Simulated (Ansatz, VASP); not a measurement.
Two plane-wave programs on GaSb

```xyz
2
Lattice="0.0000 3.0590 3.0590 3.0590 0.0000 3.0590 3.0590 3.0590 0.0000" Properties=species:S:1:pos:R:3 pbc="T T T"
Ga    0.0000    0.0000    0.0000
Sb    4.5885    4.5885    4.5885
```

Alike in both runs: task single point; functional PBE-based global hybrid with a share of 0.05 of exact exchange; k mesh 4 × 4 × 4; no spin polarisation.

|  | VASP | Ansatz |
| --- | --- | --- |
| version | VASP 6.6.1 | Ansatz 0.2.0 |
| potentials or method | VASP PAW PBE potentials, release 64 (Ga_d, Sb), cutoff 400 eV | plane waves, PAW |
| occupations | gaussian, width 0.01 eV | fixed |
| valence electrons in the cell | 18 | 28 |

VASP gave:

* gap on the k mesh at the Fermi level (eV): 0.32

Question: Which values does Ansatz return?

Answer: gap on the k mesh at the Fermi level (eV): 0.31.

VASP's potentials were made for PBE, not for PBE-based global hybrid. VASP's potentials hold 18 valence electrons a cell and Ansatz's 28, so a difference there can come from the potentials and not from the codes.

The k mesh is coarse, so the values compare programs but aren't converged. Spin-orbit coupling is off throughout.
